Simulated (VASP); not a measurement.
Input of a VASP 6.6.1 run:

INCAR

```
SYSTEM = ZrTi3C4
ALGO     = Normal         ! electronic algorithm
EDIFF    = 1E-6           ! SCF threshold, eV
EDIFFG   = -0.01          ! ionic threshold
ENCUT    = 600            ! plane-wave cutoff, eV
GGA      = PE             ! functional
IBRION   = 2              ! ionic algorithm
ISIF     = 3              ! what is computed and relaxed
ISMEAR   = 0              ! smearing method
LASPH    = .True.         ! aspherical terms in the spheres
LCHARG   = .False.        ! write CHGCAR
LREAL    = .False.        ! projectors in reciprocal space
LWAVE    = .False.        ! write WAVECAR
NELM     = 100            ! most SCF steps
NSW      = 100            ! ionic steps
PREC     = Accurate       ! precision mode
SIGMA    = 0.1            ! smearing width, eV
```

File KPOINTS:

```
k-points
0
Gamma
  8 8 8
  0 0 0
```

POSCAR

```
ZrTi3C4
1.0
    4.4440954567      0.0000000000      0.0000000000
    0.0000000000      4.4440954567      0.0000000000
    0.0000000000      0.0000000000      4.4440954567
Zr Ti C
1 3 4
Direct
    0.5000000000      0.5000000000      0.5000000000
    0.0000000000      0.0000000000      0.5000000000
    0.5000000000      0.0000000000      0.0000000000
    0.0000000000      0.5000000000      0.0000000000
    0.5000000000      0.5000000000      0.0000000000
    0.0000000000      0.5000000000      0.5000000000
    0.5000000000      0.0000000000      0.5000000000
    0.0000000000      0.0000000000      0.0000000000
```

Potentials or basis: VASP PAW PBE potentials, release 64 (Zr_sv, Ti_sv, C).

Command:

```bash
$ cat potpaw_PBE.64/Zr_sv/POTCAR potpaw_PBE.64/Ti_sv/POTCAR potpaw_PBE.64/C/POTCAR > POTCAR
$ mpirun -np 1 vasp_std > vasp.out
```

Question: What does it give for the space group after relaxing (to 0.1 Å)?

Answer: Pm-3m (No. 221).

Question: Predict the relaxed volume.

Answer: 10.98 Å³/atom.

Final structure:
```yaml
crystal:
  lattice:
    - [4.44521, 0.00000, 0.00000]
    - [0.00000, 4.44521, 0.00000]
    - [0.00000, 0.00000, 4.44521]
  atoms:
    - { symbol: Zr, position: [0.50000, 0.50000, 0.50000] }
    - { symbol: Ti, position: [0.00000, 0.00000, 0.50000] }
    - { symbol: Ti, position: [0.50000, 0.00000, 0.00000] }
    - { symbol: Ti, position: [0.00000, 0.50000, 0.00000] }
    - { symbol: C, position: [0.50000, 0.50000, 0.00000] }
    - { symbol: C, position: [0.00000, 0.50000, 0.50000] }
    - { symbol: C, position: [0.50000, 0.00000, 0.50000] }
    - { symbol: C, position: [0.00000, 0.00000, 0.00000] }
```
